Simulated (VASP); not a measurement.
Ag:

```xyz
4
Lattice="1.6294 -5.1688 0.0000 1.6294 5.1688 0.0000 0.0000 0.0000 4.3122" Properties=species:S:1:pos:R:3 pbc="T T T"
Ag    1.6294    4.1557    3.9241
Ag    1.6294   -1.0131    2.5442
Ag    1.6294   -4.1557    0.3881
Ag    1.6294    1.0131    1.7680
```

```yaml
Program: VASP 6.6.1
Task: relaxation of cell and atoms
Functional: PBE
Potentials_or_basis: VASP PAW PBE potentials, release 64 (Ag)
Cutoff: 600 eV
k_mesh: 6 × 6 × 4
Occupations: gaussian, width 0.1 eV
Spin: no spin polarisation
```

At the start: pressure 78.1 GPa; volume 18.16 Å³/atom.

How do energy, volume and symmetry change on relaxing?

Over 32 steps the energy falls by 2742.6 meV/atom and the volume is 18.83 Å³/atom (+3.7 %); space group Fmmm (No. 69, to 0.05 Å).

The path:
```csv
step,energy change (eV),largest force (eV/Å),pressure (GPa),volume (Å³)
1,0.0000,11.9384,78.10,72.64
2,-4.7929,0.1402,-4.38,210.01
3,-5.2373,0.0870,-5.04,194.27
4,-5.7337,0.0809,-5.82,179.54
5,-8.6105,0.2922,-7.72,118.26
6,-8.9982,2.0483,1.16,93.63
7,-9.1161,0.9959,-4.66,103.35
8,-9.1386,1.2443,-3.37,100.38
9,-9.1380,1.3084,-3.04,99.70
10,-9.5604,1.1918,-3.82,94.73
11,-10.2281,1.4883,0.89,80.40
12,-10.4603,0.9661,0.95,78.57
13,-10.6465,0.2290,3.44,75.26
14,-10.8004,0.2180,0.75,76.61
15,-10.9059,0.1650,-2.92,79.39
16,-10.9070,0.1738,-2.62,79.12
17,-10.9338,0.1823,-1.55,77.70
18,-10.9449,0.1828,-0.24,76.23
19,-10.9449,0.1823,-0.09,76.11
20,-10.9494,0.1335,-0.02,75.92
21,-10.9541,0.0232,0.28,75.48
22,-10.9541,0.0101,0.33,75.42
23,-10.9555,0.0064,-0.05,75.73
24,-10.9560,0.0268,-0.54,76.16
25,-10.9568,0.0262,-0.52,76.15
26,-10.9595,0.0241,-0.54,76.10
27,-10.9664,0.0244,-0.55,76.00
28,-10.9653,0.0388,-0.30,75.74
29,-10.9685,0.0344,-0.45,75.85
30,-10.9690,0.0294,-0.51,75.93
31,-10.9692,0.0312,-0.48,75.91
32,-10.9706,0.0177,0.13,75.31
```

Final structure:
```
Ag
1.0
     1.48812   -5.20873    0.00000
     1.48812    5.20873    0.00000
     0.00000    0.00000    4.85823
Ag
4
Direct
  0.13266 0.86734 0.99976
  0.63266 0.36734 0.50024
  0.86734 0.13266 0.00024
  0.36734 0.63266 0.49976
```

Caveat: the k points lie up to 0.37 Å⁻¹ apart in the final cell.
